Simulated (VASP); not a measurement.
# BAs (F-43m) in VASP: further runs

The runs below take BAs through single point, with PBE.

Everything below comes from runs of VASP 6.6.1. Logs are shortened: lines on timing, memory, paths and dates and some standing lists are left out, and cuts for length are marked.

### 1 The cell of the first run

The structure is cubic, space group F-43m (No. 216). Conventional cell: a = 4.777 Å, b = 4.777 Å, c = 4.777 Å, α = 90.00°, β = 90.00°, γ = 90.00°. Within 2.7 Å of B (site symmetry -43m) lie 4 As at 2.07 Å. As (site symmetry -43m) has 4 B at 2.07 Å within 2.7 Å.

### 2 Single point, PBE

Input file INCAR:

```
PREC = Accurate
ENCUT = 520
EDIFF = 1E-7
ISMEAR = 0
SIGMA = 0.01
LREAL = F
LASPH = T
NELM = 60
ALGO = Normal
ISIF = 2
LWAVE = F
LCHARG = F
GGA = PE
NBANDS = 11
```

Input file KPOINTS:

```
Automatic mesh
0
Gamma
  7 7 7
```

Input file POSCAR:

```
BAs
1.0
    0.0000000000      2.3885000000      2.3885000000
    2.3885000000      0.0000000000      2.3885000000
    2.3885000000      2.3885000000      0.0000000000
B As
1 1
Direct
    0.0000000000      0.0000000000      0.0000000000
    0.2500000000      0.2500000000      0.2500000000
```

Potentials or basis: VASP PAW PBE potentials, release 64 (B, As).

Started as:

```
> cat potpaw_PBE.64/B/POTCAR potpaw_PBE.64/As/POTCAR > POTCAR
> mpirun -np 1 vasp_std > vasp.out
```

OUTCAR:

```text
PREC = Accurate
   ENCUT = 520
   EDIFF = 1E-7
   ISMEAR = 0
   LREAL = F
   LASPH = T
   NELM = 60
   ISIF = 2
   GGA = PE

 ion  position               nearest neighbor table
   1  0.000  0.000  0.000-   2 2.07   2 2.07   2 2.07   2 2.07
   2  0.250  0.250  0.250-   1 2.07   1 2.07   1 2.07   1 2.07

  LATTYP: Found a face centered cubic cell.
 ALAT       =     4.7770000000

  Lattice vectors:

 A1 = (   0.0000000000,   2.3885000000,   2.3885000000)
 A2 = (   2.3885000000,   0.0000000000,   2.3885000000)
 A3 = (   2.3885000000,   2.3885000000,   0.0000000000)

Analysis of symmetry for initial positions (statically):
=====================================================================
 Subroutine PRICEL returns:
 Original cell was already a primitive cell.

 Routine SETGRP: Setting up the symmetry group for a
 face centered cubic supercell.

 Subroutine GETGRP returns: Found 24 space group operations
 (whereof 24 operations were pure point group operations)
 out of a pool of 48 trial point group operations.

The static configuration has the point symmetry T_d .

Analysis of symmetry for dynamics (positions and initial velocities):
=====================================================================
 Subroutine PRICEL returns:
 Original cell was already a primitive cell.

 Routine SETGRP: Setting up the symmetry group for a
 face centered cubic supercell.

 Subroutine GETGRP returns: Found 24 space group operations
 (whereof 24 operations were pure point group operations)
 out of a pool of 48 trial point group operations.

The dynamic configuration has the point symmetry T_d .

 Subroutine INISYM returns: Found 24 space group operations
 (whereof 24 operations are pure point group operations),
 and found     1 'primitive' translations

----------------------------------------------------------------------------------------

                                     Primitive cell

  volume of cell :      27.2525

  direct lattice vectors                    reciprocal lattice vectors
     0.000000000  2.388500000  2.388500000    -0.209336404  0.209336404  0.209336404
     2.388500000  0.000000000  2.388500000     0.209336404 -0.209336404  0.209336404
     2.388500000  2.388500000  0.000000000     0.209336404  0.209336404 -0.209336404

  length of vectors
     3.377849094  3.377849094  3.377849094     0.362581287  0.362581287  0.362581287

  position of ions in fractional coordinates (direct lattice)
     0.000000000  0.000000000  0.000000000
     0.250000000  0.250000000  0.250000000

  ion indices of the primitive-cell ions
   primitive index   ion index
                 1           1
                 2           2

----------------------------------------------------------------------------------------

 KPOINTS: Automatic mesh

Automatic generation of k-mesh.
 Grid dimensions read from file:
 generate k-points for:    7    7    7

 Generating k-lattice:

  Cartesian coordinates                     Fractional coordinates (reciprocal lattice)
    -0.029905201  0.029905201  0.029905201     0.142857143  0.000000000  0.000000000
     0.029905201 -0.029905201  0.029905201     0.000000000  0.142857143  0.000000000
     0.029905201  0.029905201 -0.029905201     0.000000000  0.000000000  0.142857143

  Length of vectors
     0.051797327  0.051797327  0.051797327

  Shift w.r.t. Gamma in fractional coordinates (k-lattice)
     0.000000000  0.000000000  0.000000000

 Subroutine IBZKPT returns following result:
 ===========================================

 Found     20 irreducible k-points:

 Following reciprocal coordinates:
            Coordinates               Weight
  0.000000  0.000000  0.000000      1.000000
  0.142857  0.000000  0.000000      8.000000
  0.285714  0.000000  0.000000      8.000000
  0.428571  0.000000  0.000000      8.000000
  0.142857  0.142857  0.000000      6.000000
  0.285714  0.142857  0.000000     24.000000
[... 12 lines left out ...]
 -0.428571  0.428571  0.142857     24.000000
 -0.285714  0.428571  0.142857     24.000000
   k-points           NKPTS =     20   k-points in BZ     NKDIM =     20   number of bands    NBANDS=     11
   number of dos      NEDOS =    301   number of ions     NIONS =      2
   total plane-waves  NPLWV =  21952
   dimension x,y,z NGX =    28 NGY =   28 NGZ =   28
   dimension x,y,z NGXF=    56 NGYF=   56 NGZF=   56
   ions per type =               1   1
   NGX,Y,Z   is equivalent  to a cutoff of  13.78, 13.78, 13.78 a.u.
   NGXF,Y,Z  is equivalent  to a cutoff of  27.56, 27.56, 27.56 a.u.
 SYSTEM =  unknown system
   PREC   = accura    normal or accurate (medium, high low for compatibility)
   ISTART =      0    job   : 0-new  1-cont  2-samecut
   ICHARG =      2    charge: 1-file 2-atom 10-const
   ISPIN  =      1    spin polarized calculation?
   LNONCOLLINEAR =      F non collinear calculations
   LSORBIT =      F    spin-orbit coupling
   LASPH  =      T    aspherical Exc in radial PAW
   ENCUT  =  520.0 eV  38.22 Ry    6.18 a.u.   6.28  6.28  6.28*2*pi/ulx,y,z
   NELM   =     60;   NELMIN=  2; NELMDL= -5     # of ELM steps
   EDIFF  = 0.1E-06   stopping-criterion for ELM
   LREAL  =      F    real-space projection
   EDIFFG = 0.1E-05   stopping-criterion for IOM
   NSW    =      0    number of steps for IOM
   IBRION =     -1    ionic relax: 0-MD 1-quasi-New 2-CG
   NFREE  =      0    steps in history (QN), initial steepest desc. (CG)
   ISIF   =      2    stress and relaxation
   ISYM   =      2    0-nonsym 1-usesym 2-fastsym
   POTIM  = 0.5000    time-step for ionic-motion
   TEBEG  =    0.0;   TEEND  =   0.0 temperature during run
   PSTRESS=    0.0 pullay stress
   NELECT =       8.0000    total number of electrons
   NUPDOWN=      -1.0000    fix difference up-down
   EMIN   =  10.00;   EMAX   =-10.00  energy-range for DOS
   EFERMI =   0.00;   METHOD = LEGACY
   ISMEAR =     0;   SIGMA  =   0.01  broadening in eV -4-tet -1-fermi 0-gaus
   EFERMI_NEDOS =   21; number of points for ismear=-14 and -15
   IALGO  =     38    algorithm
   IMIX   =      4    mixing-type and parameters
     AMIX     =   0.40;   BMIX     =  1.00
     AMIX_MAG =   1.60;   BMIX_MAG =  1.00
  volume/ion in A,a.u.               =      13.63        91.95
  Fermi-wavevector in a.u.,A,eV,Ry     =   1.088018  2.056057 16.106360  1.183784
  Thomas-Fermi vector in A             =   2.224191
   LORBIT       =      0    0 simple, 1 ext, 2 COOP (PROOUT), +10 PAW based schemes
   GGA     = PE    functional components
   LHFCALC =     F    Hartree Fock is set to
   AEXX    =    0.0000 exact exchange contribution
   IVDW    =     0    specifies the selected vdW correction
   LEPSILON=     F    determine dielectric tensor
   LRPA    =     F    only Hartree local field effects (RPA)
 non-spin polarized calculation
 Gauss-broadening in eV      SIGMA  =   0.01
  energy-cutoff  :      520.00
  volume of cell :       27.25
 maximum number of plane-waves:       748
 NGX is ok and might be reduce to    28
   NGX = 13   NGY = 13   NGZ = 13

 number of electron       8.0000000 magnetization

 Free energy of the ion-electron system (eV)
  ---------------------------------------------------
  ext. energy  EPLUGINS =         0.00000000
  ---------------------------------------------------
  free energy    TOTEN  =       -11.39992274 eV

  energy without entropy =      -11.39992274  energy(sigma->0) =      -11.39992274

 E-fermi :   6.1743     XC(G=0): -10.5830

 val. band max:        6.1286220061   @ k =   0.0000   0.0000   0.0000
 cond. band min:       7.3244885299   @ k =   0.4286   0.4286   0.0000
 fundamental gap:      1.1958665238
 Fermi energy:         6.1743224316

 k-point     1 :       0.0000    0.0000    0.0000
  band No.  band energies     occupation
      1      -9.2733      2.00000
      2       6.1286      2.00000
      3       6.1286      2.00000
      4       6.1286      2.00000
      5       9.4041      0.00000
      6       9.4041      0.00000
      7       9.4041      0.00000
      8      10.8156      0.00000
      9      15.7111      0.00000
     10      19.0775      0.00000
     11      19.0775      0.00000

 k-point     2 :       0.1429    0.0000    0.0000
  band No.  band energies     occupation
      1      -8.9396      2.00000
      2       3.7416      2.00000
      3       5.5870      2.00000
      4       5.5870      2.00000
      5       9.4877      0.00000
      6      10.1146      0.00000
      7      10.1146      0.00000
      8      12.3842      0.00000
      9      16.8773      0.00000
     10      17.5826      0.00000
     11      17.5826      0.00000

 k-point     3 :       0.2857    0.0000    0.0000
  band No.  band energies     occupation
      1      -7.9808      2.00000
      2       0.3851      2.00000
      3       4.8066      2.00000
      4       4.8066      2.00000
      5       9.0999      0.00000
      6      10.8922      0.00000
      7      10.8922      0.00000
      8      14.4414      0.00000
      9      17.4457      0.00000
     10      17.5979      0.00000
     11      17.5979      0.00000

 k-point     4 :       0.4286    0.0000    0.0000
  band No.  band energies     occupation
      1      -6.7030      2.00000
      2      -2.1938      2.00000
      3       4.3634      2.00000
      4       4.3634      2.00000
      5       8.8522      0.00000
      6      10.9306      0.00000
      7      10.9306      0.00000
      8      14.9988      0.00000
      9      18.4659      0.00000
     10      19.7957      0.00000
     11      19.7957      0.00000
[... 183 lines left out ...]
 k-point    18 :      -0.4286    0.2857    0.1429
  band No.  band energies     occupation
      1      -5.9448      2.00000
      2      -1.6555      2.00000
      3       1.1958      2.00000
      4       2.8464      2.00000
      5      10.1863      0.00000
      6      11.1902      0.00000
      7      13.1231      0.00000
      8      14.9787      0.00000
      9      16.9096      0.00000
     10      19.9170      0.00000
     11      22.0363      0.00000

 k-point    19 :      -0.4286    0.4286    0.1429
  band No.  band energies     occupation
      1      -5.4359      2.00000
      2      -1.6816      2.00000
      3       1.1498      2.00000
      4       1.6770      2.00000
      5       9.2730      0.00000
      6       9.8829      0.00000
      7      14.2145      0.00000
      8      16.4285      0.00000
      9      18.0537      0.00000
     10      21.3039      0.00000
     11      22.6475      0.00000

 k-point    20 :      -0.2857    0.4286    0.1429
  band No.  band energies     occupation
      1      -5.1021      2.00000
      2      -1.8856      2.00000
      3       0.2511      2.00000
      4       1.8209      2.00000
      5       9.9671      0.00000
      6      12.4512      0.00000
      7      13.4023      0.00000
      8      14.1919      0.00000
      9      17.5523      0.00000
     10      20.4251      0.00000
     11      22.6003      0.00000

------------------------ aborting loop because EDIFF is reached ----------------------------------------

  FORCE on cell =-STRESS in cart. coord.  units (eV):
  Direction    XX          YY          ZZ          XY          YZ          ZX
  --------------------------------------------------------------------------------------
  -------------------------------------------------------------------------------------
  Total        0.5847782      0.5847782      0.5847782      0.0000000     -0.0000000      0.0000000
  in kB       34.3792177     34.3792177     34.3792177      0.0000000     -0.0000000      0.0000000
  external PRESSURE =      34.3792177 kB  Pullay stress =       0.0000000 kB

 VOLUME and BASIS-vectors are now :
 -----------------------------------------------------------------------------
  energy-cutoff  :      520.00
  volume of cell :       27.25
      direct lattice vectors                 reciprocal lattice vectors
     0.000000000  2.388500000  2.388500000    -0.209336404  0.209336404  0.209336404
     2.388500000  0.000000000  2.388500000     0.209336404 -0.209336404  0.209336404
     2.388500000  2.388500000  0.000000000     0.209336404  0.209336404 -0.209336404

 POSITION                                       TOTAL-FORCE (eV/Angst)
 -----------------------------------------------------------------------------------
      0.00000      0.00000      0.00000         0.000000      0.000000      0.000000
      1.19425      1.19425      1.19425        -0.000000     -0.000000     -0.000000
 -----------------------------------------------------------------------------------
    total drift:                               -0.000000     -0.000000     -0.000000

  FREE ENERGIE OF THE ION-ELECTRON SYSTEM (eV)
  ---------------------------------------------------
  free  energy   TOTEN  =       -11.3999227386 eV

  energy  without entropy=      -11.3999227386  energy(sigma->0) =      -11.39992274
```

Wall time 16 s (1 thread of Intel Xeon 8259CL, shared host); peak memory 0.15 GiB.

Results:

```yaml
Free_energy: -11.3999 eV
Pressure: 3.4 GPa
Band_gap_on_the_k_mesh: 1.20 eV, indirect (least direct gap 3.28 eV)
```

Levels at points of the mesh, in eV from the valence-band top:
| k point | band 2 | band 3 | band 4 | band 5 | band 6 | band 7 |
| --- | --- | --- | --- | --- | --- | --- |
| (0.00, 0.00, 0.00) | 0.00 | 0.00 | 0.00 | 3.28 | 3.28 | 3.28 |

### 3 Single point, PBE

This run uses another cell than the first one, of 13.90 Å³/atom, 1.020 times its volume.

Input file INCAR:

```
SYSTEM = BAs
  PREC = Accurate
  ENCUT = 520
  EDIFF = 1E-6
  ISMEAR = 0
  SIGMA = 0.01
  LREAL = .FALSE.
  LASPH = .TRUE.
  NELM = 80
  ALGO = Normal
  ISIF = 2
  LWAVE = .FALSE.
  LCHARG = .TRUE.
  GGA = PE
  LELF = .TRUE.
  LVHAR = .TRUE.
  NBANDS = 11
```

Input file KPOINTS:

```
regular mesh
0
G
  7 7 7
  0 0 0
```

Input file POSCAR:

```
BAs
1.0
    0.0000000000      2.4043183418      2.4043183418
    2.4043183418      0.0000000000      2.4043183418
    2.4043183418      2.4043183418      0.0000000000
B As
1 1
Direct
    0.0000000000      0.0000000000      0.0000000000
    0.2500000000      0.2500000000      0.2500000000
```

Potentials or basis: VASP PAW PBE potentials, release 64 (B, As).

Started as:

```
> cat potpaw_PBE.64/B/POTCAR potpaw_PBE.64/As/POTCAR > POTCAR
> mpirun -np 1 vasp_std > vasp.out
```

It took 16 s on 1 thread of Intel Xeon 8259CL, shared host; peak memory 0.15 GiB.

Results (log left out):

```yaml
Free_energy: -11.4069 eV
Pressure: 0.7 GPa
Band_gap_on_the_k_mesh: 1.22 eV, indirect (least direct gap 3.25 eV)
```

Levels at points of the mesh, in eV from the valence-band top:
```tsv
k point	band 2	band 3	band 4	band 5	band 6	band 7
(0.00, 0.00, 0.00)	0.00	0.00	0.00	3.25	3.25	3.25
```

### 4 Single point, PBE

This run uses another cell than the first one, of 14.44 Å³/atom, 1.060 times its volume.

Input file INCAR:

```
SYSTEM = BAs
ALGO = Normal
EDIFF = 1E-6
ENCUT = 520
GGA = PE
ISIF = 2
ISMEAR = 0
LASPH = .True.
LCHARG = .False.
LREAL = .False.
LWAVE = .False.
NBANDS = 11
NELM = 60
PREC = Accurate
SIGMA = 0.01
```

Input file KPOINTS:

```
k-points
0
Gamma
  7 7 7
  0 0 0
```

Input file POSCAR:

```
BAs
1.0
    0.0000000000      2.4353452264      2.4353452264
    2.4353452264      0.0000000000      2.4353452264
    2.4353452264      2.4353452264      0.0000000000
B As
1 1
Direct
    0.0000000000      0.0000000000      0.0000000000
    0.2500000000      0.2500000000      0.2500000000
```

Started as:

```
> cat potpaw_PBE.64/B/POTCAR potpaw_PBE.64/As/POTCAR > POTCAR
> mpirun -np 1 vasp_std > vasp.out
```

Wall time 17 s (1 thread of Intel Xeon 8259CL, shared host); peak memory 0.15 GiB.

The run converged. Its results:

| Quantity | Value |
| --- | --- |
| Free energy | -11.3948 eV |
| Pressure | -4.1 GPa |
| Band gap on the k mesh | 1.26 eV, indirect (least direct gap 3.20 eV) |

Levels at points of the mesh, in eV from the valence-band top:
```
           k point  band 2  band 3  band 4  band 5  band 6  band 7
(0.00, 0.00, 0.00)    0.00    0.00    0.00    3.20    3.20    3.20
```

A k mesh can miss the band edges. PBE gaps usually lie below the measured ones, often by a third to a half.

### 5 Overview

| cell | gap on the mesh (eV) | pressure (GPa) |
| --- | --- | --- |
| a = 3.378 Å, angles 60.0°, 2 atoms | 1.20 | 3.4 |
| a = 3.400 Å, angles 60.0°, 2 atoms | 1.22 | 0.7 |
| a = 3.444 Å, angles 60.0°, 2 atoms | 1.26 | -4.1 |

Alike in all rows: task single point; level PBE; potentials or basis VASP PAW PBE potentials, release 64 (B, As); no spin polarisation; k mesh 7 × 7 × 7; cutoff (eV) 520; smearing gaussian 0.01 eV.

Total energies depend on the potentials used, so only differences within one code and one set of settings carry meaning.
